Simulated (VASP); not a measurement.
Runs of VASP 6.6.1 on Au. The structure is that of space group C2/m (No. 12), or close to it. The cells are those of the table. 

```tsv
level	cell	k mesh	gap on the mesh (eV)	pressure (GPa)	largest force (eV/Å)
PBEsol	a = 2.815, b = 2.820, c = 5.284 Å, angles 102.9, 102.4, 90.3°, 2 atoms	8 × 8 × 5	none	(a)	0.09
r2SCAN	a = 2.834, b = 2.839, c = 5.225 Å, angles 103.1, 102.7, 90.3°, 2 atoms	10 × 10 × 6	none	-6.0	0.06
PBEsol	a = 2.815, b = 2.820, c = 5.191 Å, angles 103.1, 102.7, 90.3°, 2 atoms	8 × 8 × 5	none	-8.4	0.15
PBEsol	a = 2.815, b = 2.820, c = 5.098 Å, angles 103.4, 102.9, 90.3°, 2 atoms	8 × 8 × 5	none	-6.0	0.25
PBEsol	a = 2.815, b = 2.820, c = 5.378 Å, angles 102.7, 102.2, 90.3°, 2 atoms	8 × 8 × 5	none	-11.6	0.06
```

Alike in all rows: task single point; potentials or basis VASP PAW PBE potentials, release 64 (Au); no spin polarisation; cutoff (eV) 520; smearing fermi-dirac 0.05 eV.

Question: Estimate the missing entries.

Answer: (a) -10.2.

Caveats: the PAW data sets were made with another functional, which shifts forces and pressure a little; spin-orbit coupling is left out, which moves the levels of the heavy elements; the cell stands under tension (at least some runs); the stress differs along the axes, from -8 to -2 GPa (at least some runs).

A k mesh can miss the band edges, and the runs leave out spin-orbit coupling on Au.

A gap of «none» marks levels without a gap at the run's occupations.
